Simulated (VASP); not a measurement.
A run of VASP 6.6.1 is set up as follows.

The input INCAR:

```
SYSTEM = Pt
  ALGO = Normal
  EDIFF = 1E-6
  EDIFFG = -0.005
  ENCUT = 600
  GGA = PE
  IBRION = 2
  ISIF = 3
  ISMEAR = -1
  LASPH = .TRUE.
  LCHARG = .FALSE.
  LREAL = .FALSE.
  LWAVE = .FALSE.
  NELM = 80
  NSW = 60
  PREC = Accurate
  PSTRESS = 2600.0
  SIGMA = 0.05
```

The input KPOINTS:

```
k-points
0
G
  19 19 19
  0 0 0
```

POSCAR

```
Pt
1.0
    0.0000000000      1.7464955840      1.7464955840
    1.7464955840      0.0000000000      1.7464955840
    1.7464955840      1.7464955840      0.0000000000
Pt
1
Direct
    0.0000000000      0.0000000000      0.0000000000
```

Potentials or basis: VASP PAW PBE potentials, release 64 (Pt).

Run with:

```sh
$ cat potpaw_PBE.64/Pt/POTCAR > POTCAR
$ mpirun -np 1 vasp_std > vasp.out
```

(1) Estimate the band gap on the k mesh.

(2) Predict the relaxed cell.

(3) Estimate the space group after relaxing (to 0.1 Å).

Answers

(1) zero (bands 5 and 6 overlap by 4.03 eV).

(2) a = 2.472 Å, b = 2.472 Å, c = 2.472 Å, α = 60.00°, β = 60.00°, γ = 60.00°.

(3) Fm-3m (No. 225).

Caveat: the cell is relaxed towards a set pressure, so the run minimises the enthalpy, not the energy; spin-orbit coupling is left out, which moves the levels of the heavy elements.
